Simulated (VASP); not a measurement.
# NaCl (Pm-3m) in VASP: further runs, part 2 of 2

VASP 6.6.1.

## 3. Single point, LDA

The input, INCAR:

```
SYSTEM = NaCl
ALGO = Normal ; EDIFF = 1E-7
ENCUT = 520 ; GGA = CA
ISIF = 2 ; ISMEAR = 0
LASPH = .True. ; LCHARG = .False.
LREAL = .False. ; LWAVE = .False.
NBANDS = 14 ; NELM = 80
PREC = Accurate ; SIGMA = 0.01
```

The input, KPOINTS:

```
k-points
0
Gamma
  8 8 8
  0 0 0
```

The input, POSCAR:

```
NaCl
1.0
    3.4595453127      0.0000000000      0.0000000000
    0.0000000000      3.4595453127      0.0000000000
    0.0000000000      0.0000000000      3.4595453127
Na Cl
1 1
Direct
    0.0000000000      0.0000000000      0.0000000000
    0.5000000000      0.5000000000      0.5000000000
```

Potentials or basis: VASP PAW LDA potentials, release 64 (Na_pv, Cl).

Started as:

```
$ cat potpaw_LDA.64/Na_pv/POTCAR potpaw_LDA.64/Cl/POTCAR > POTCAR
$ mpirun -np 1 vasp_std > vasp.out
```

OUTCAR:

```text
SYSTEM = NaCl
   EDIFF = 1E-7
   ENCUT = 520
   GGA = CA
   ISIF = 2
   ISMEAR = 0
   LASPH = .True.
   LREAL = .False.
   NELM = 80
   PREC = Accurate

 ion  position               nearest neighbor table
   1  0.000  0.000  0.000-
   2  0.500  0.500  0.500-

  LATTYP: Found a simple cubic cell.
 ALAT       =     3.4595453127

  Lattice vectors:

 A1 = (   3.4595453127,   0.0000000000,   0.0000000000)
 A2 = (   0.0000000000,   3.4595453127,   0.0000000000)
 A3 = (   0.0000000000,   0.0000000000,   3.4595453127)

Analysis of symmetry for initial positions (statically):
=====================================================================
 Subroutine PRICEL returns:
 Original cell was already a primitive cell.

 Routine SETGRP: Setting up the symmetry group for a
 simple cubic supercell.

 Subroutine GETGRP returns: Found 48 space group operations
 (whereof 48 operations were pure point group operations)
 out of a pool of 48 trial point group operations.

The static configuration has the point symmetry O_h .

Analysis of symmetry for dynamics (positions and initial velocities):
=====================================================================
 Subroutine PRICEL returns:
 Original cell was already a primitive cell.

 Routine SETGRP: Setting up the symmetry group for a
 simple cubic supercell.

 Subroutine GETGRP returns: Found 48 space group operations
 (whereof 48 operations were pure point group operations)
 out of a pool of 48 trial point group operations.

The dynamic configuration has the point symmetry O_h .

 Subroutine INISYM returns: Found 48 space group operations
 (whereof 48 operations are pure point group operations),
 and found     1 'primitive' translations

----------------------------------------------------------------------------------------

                                     Primitive cell

  volume of cell :      41.4054

[... 117 lines left out ...]
   LEPSILON=     F    determine dielectric tensor
   LRPA    =     F    only Hartree local field effects (RPA)
 non-spin polarized calculation
 Gauss-broadening in eV      SIGMA  =   0.01
  energy-cutoff  :      520.00
  volume of cell :       41.41
 maximum number of plane-waves:      1141
 NGX is ok and might be reduce to    28
   NGX = 13   NGY = 13   NGZ = 13

 number of electron      13.9999991 magnetization

 Free energy of the ion-electron system (eV)
  ---------------------------------------------------
  ext. energy  EPLUGINS =         0.00000000
  ---------------------------------------------------
  free energy    TOTEN  =        -7.09836602 eV

  energy without entropy =       -7.09836602  energy(sigma->0) =       -7.09836602

 E-fermi :   0.5176     XC(G=0):  -9.1166

 val. band max:        0.4758309795   @ k =   0.5000   0.5000   0.0000
 cond. band min:       4.2023218468   @ k =   0.0000   0.0000   0.0000
 fundamental gap:      3.7264908674
 Fermi energy:         0.5176202066

 k-point     1 :       0.0000    0.0000    0.0000
  band No.  band energies     occupation
      1     -21.4957      2.00000
      2     -21.4957      2.00000
      3     -21.4957      2.00000
      4     -12.9697      2.00000
      5      -0.0648      2.00000
      6      -0.0648      2.00000
      7      -0.0648      2.00000
      8       4.2023      0.00000
      9       8.7126      0.00000
     10       8.7126      0.00000
     11      16.0858      0.00000
     12      16.0858      0.00000
     13      16.0858      0.00000
     14      16.4327      0.00000
[... 377 lines left out ...]
      1     -21.5350      2.00000
      2     -21.5272      2.00000
      3     -21.4938      2.00000
      4     -12.2622      2.00000
      5      -2.0549      2.00000
      6      -1.6741      2.00000
      7       0.0653      2.00000
      8       6.2331      0.00000
      9       9.6908      0.00000
     10      10.0090      0.00000
     11      11.3886      0.00000
     12      13.9301      0.00000
     13      13.9424      0.00000
     14      16.8071      0.00000

 [... further k-points ...]

------------------------ aborting loop because EDIFF is reached ----------------------------------------

  FORCE on cell =-STRESS in cart. coord.  units (eV):
  Direction    XX          YY          ZZ          XY          YZ          ZX
  --------------------------------------------------------------------------------------
  -------------------------------------------------------------------------------------
  Total       -0.6069182     -0.6069182     -0.6069182     -0.0000000     -0.0000000      0.0000000
  in kB      -23.4846282    -23.4846282    -23.4846282     -0.0000000     -0.0000000      0.0000000
  external PRESSURE =     -23.4846282 kB  Pullay stress =       0.0000000 kB

 VOLUME and BASIS-vectors are now :
 -----------------------------------------------------------------------------
  energy-cutoff  :      520.00
  volume of cell :       41.41
      direct lattice vectors                 reciprocal lattice vectors
     3.459545313  0.000000000  0.000000000     0.289055327  0.000000000  0.000000000
     0.000000000  3.459545313  0.000000000     0.000000000  0.289055327  0.000000000
     0.000000000  0.000000000  3.459545313     0.000000000  0.000000000  0.289055327

 POSITION                                       TOTAL-FORCE (eV/Angst)
 -----------------------------------------------------------------------------------
      0.00000      0.00000      0.00000         0.000000      0.000000      0.000000
      1.72977      1.72977      1.72977         0.000000      0.000000      0.000000
 -----------------------------------------------------------------------------------
    total drift:                               -0.000000      0.000000      0.000000

  FREE ENERGIE OF THE ION-ELECTRON SYSTEM (eV)
  ---------------------------------------------------
  free  energy   TOTEN  =        -7.0983660186 eV

  energy  without entropy=       -7.0983660186  energy(sigma->0) =       -7.09836602
```

stdout:

```text
POSCAR found type information on POSCAR NaCl
 POSCAR found :  2 types and       2 ions
 scaLAPACK will be used
 LDA part: xc-table for (Slater(with rela. corr.)+CA(PZ))
 , standard interpolation
 POSCAR, INCAR and KPOINTS ok, starting setup
 FFT: planning ... GRIDC
 FFT: planning ... GRID_SOFT
 FFT: planning ... GRID
 WAVECAR not read
 entering main loop
```

Run time: 24 s. Hardware: 1 thread of Intel Xeon 8259CL, shared host; peak memory 0.14 GiB.

What came out:

- Free energy: -7.0984 eV
- Pressure: -2.3 GPa
- Band gap on the k mesh: 3.73 eV (least direct gap 4.27 eV)

## 4. Single point, r2SCAN

POSCAR is that of step 3.

The input, INCAR.step1:

```
SYSTEM = NaCl
PREC = Accurate
ENCUT = 520
ISMEAR = 0
SIGMA = 0.01
LREAL = .False.
LASPH = .True.
NELM = 80
NBANDS = 14
GGA = PE
ALGO = Normal
EDIFF = 1E-4
LWAVE = .True.
LCHARG = .False.
```

The input, INCAR.step2:

```
SYSTEM = NaCl
PREC = Accurate
ENCUT = 520
EDIFF = 1E-7
ISMEAR = 0
SIGMA = 0.01
LREAL = .False.
LASPH = .True.
NELM = 80
ALGO = Normal
ISIF = 2
LWAVE = .False.
LCHARG = .False.
METAGGA = R2SCAN
LMIXTAU = .True.
NBANDS = 14
ISTART = 1
```

The input, KPOINTS:

```
Automatic mesh
0
Gamma
  8 8 8
  0 0 0
```

Potentials or basis: VASP PAW PBE potentials, release 64 (Na_pv, Cl).

Started as:

```
$ cat potpaw_PBE.64/Na_pv/POTCAR potpaw_PBE.64/Cl/POTCAR > POTCAR
$ cp INCAR.step1 INCAR
$ mpirun -np 1 vasp_std > vasp.out
$ cp INCAR.step2 INCAR
$ mpirun -np 1 vasp_std > vasp.out
```

Run time: 1.9 min. Hardware: 1 thread of Intel Xeon 8259CL, shared host; peak memory 0.17 GiB.

Results (log left out):

| Property | Result |
| --- | --- |
| Free energy | -13.4657 eV |
| Pressure | -0.3 GPa |
| Band gap on the k mesh | 4.95 eV (least direct gap 5.49 eV) |

Levels at points of the mesh, in eV from the valence-band top:
```csv
k point,band 4,band 5,band 6,band 7,band 8,band 9,band 10,band 11
"(0.00, 0.00, 0.00)",-14.10,-0.54,-0.54,-0.54,4.95,9.14,9.14,16.80
"(0.50, 0.00, 0.00)",-13.69,-3.13,-0.29,-0.29,7.82,9.79,11.25,12.73
"(0.50, 0.50, 0.00)",-13.39,-2.44,-2.44,0.00,6.24,10.73,12.20,12.20
"(0.50, 0.50, 0.50)",-13.08,-2.01,-2.01,-2.01,7.75,7.75,7.75,13.28
```

Caveat: the PAW data sets were made with another functional, which shifts forces and pressure a little. A k mesh can miss the band edges.

## 5. Relaxation of cell and atoms, PBEsol

This run uses another cell than the first one, of 21.56 Å³/atom.

The input, INCAR:

```
SYSTEM = NaCl
PREC = Accurate
ENCUT = 600
EDIFF = 1E-6
ISMEAR = -1
SIGMA = 0.02
LREAL = .FALSE.
LASPH = .TRUE.
NELM = 60
ALGO = Normal
ISIF = 3
LWAVE = .FALSE.
LCHARG = .FALSE.
GGA = PS
IBRION = 2
NSW = 80
EDIFFG = -0.005
```

The input, KPOINTS:

```
regular mesh
0
G
  6 6 6
  0 0 0
```

The input, POSCAR:

```
NaCl
1.0
    3.5064772242      0.0000000000      0.0000000000
    0.0000000000      3.5064772242      0.0000000000
    0.0000000000      0.0000000000      3.5064772242
Na Cl
1 1
Direct
    0.0000000000      0.0000000000      0.0000000000
    0.5000000000      0.5000000000      0.5000000000
```

Started as:

```
$ cat potpaw_PBE.64/Na_pv/POTCAR potpaw_PBE.64/Cl/POTCAR > POTCAR
$ mpirun -np 1 vasp_std > vasp.out
```

Run time: 34 s. Hardware: 1 thread of Intel Xeon 8259CL, shared host; peak memory 0.15 GiB.

The run converged. Its results:

```yaml
Free_energy: -6.7305 eV
Relaxed_volume: 20.50 Å³/atom
Relaxed_cell: a = 3.448 Å, b = 3.448 Å, c = 3.448 Å, α = 90.00°, β = 90.00°, γ = 90.00°
Space_group_after_relaxing_to_0.1_Å: Pm-3m (No. 221)
Energy_gained_by_relaxing: 4.5 meV/atom
Ionic_steps: 4
Pressure_after_relaxing: 0.0 GPa
Band_gap_on_the_k_mesh: 3.99 eV (least direct gap 4.53 eV)
```

The path:
| step | energy change (eV) | largest force (eV/Å) | pressure (GPa) | volume (Å³) |
| --- | --- | --- | --- | --- |
| 1 | 0.0000 | 0.0000 | -1.28 | 43.11 |
| 2 | -0.0066 | 0.0000 | -0.68 | 42.05 |
| 3 | -0.0089 | 0.0000 | -0.12 | 41.17 |
| 4 | -0.0090 | 0.0000 | 0.02 | 41.00 |

Final structure:
```
CELL_PARAMETERS angstrom
3.44817 0.00000 0.00000
0.00000 3.44817 0.00000
0.00000 0.00000 3.44817
ATOMIC_POSITIONS crystal
Na 0.00000 0.00000 0.00000
Cl 0.50000 0.50000 0.50000
```

Levels at points of the mesh, in eV from the valence-band top:
```tsv
k point	band 4	band 5	band 6	band 7	band 8	band 9	band 10	band 11
(0.00, 0.00, 0.00)	-13.54	-0.54	-0.54	-0.54	3.99	8.35	8.35	16.02
(0.50, 0.00, 0.00)	-13.12	-3.22	-0.28	-0.28	6.88	8.80	10.36	11.88
(0.50, 0.50, 0.00)	-12.82	-2.48	-2.48	0.00	5.41	9.83	11.17	11.17
(0.50, 0.50, 0.50)	-12.51	-2.03	-2.03	-2.03	6.96	6.96	6.96	12.03
```

Caveat: the PAW data sets were made with another functional, which shifts forces and pressure a little.

## 6. Summary

```csv
task,level,potentials or basis,cell,k mesh,cutoff (eV),smearing,gap on the mesh (eV),pressure (GPa)
single point,PBE,"VASP PAW PBE potentials, release 64 (Na_pv, Cl)","a = 3.460 Å, 2 atoms",8 × 8 × 8,520,fermi-dirac 0.02 eV,4.10,1.1
single point,LDA,"VASP PAW LDA potentials, release 64 (Na_pv, Cl)","a = 3.460 Å, 2 atoms",8 × 8 × 8,520,gaussian 0.01 eV,3.73,-2.3
single point,r2SCAN,"VASP PAW PBE potentials, release 64 (Na_pv, Cl)","a = 3.460 Å, 2 atoms",8 × 8 × 8,520,gaussian 0.01 eV,4.95,-0.3
relaxation of cell and atoms,PBEsol,"VASP PAW PBE potentials, release 64 (Na_pv, Cl)","relaxed from a = 3.506 Å, 2 atoms",6 × 6 × 6,600,fermi-dirac 0.02 eV,3.99,0.0
```

Alike in all rows: no spin polarisation.

Caveats: the PAW data sets were made with another functional, which shifts forces and pressure a little (at least some runs).

Absolute energies hang on the potentials; compare differences alone.
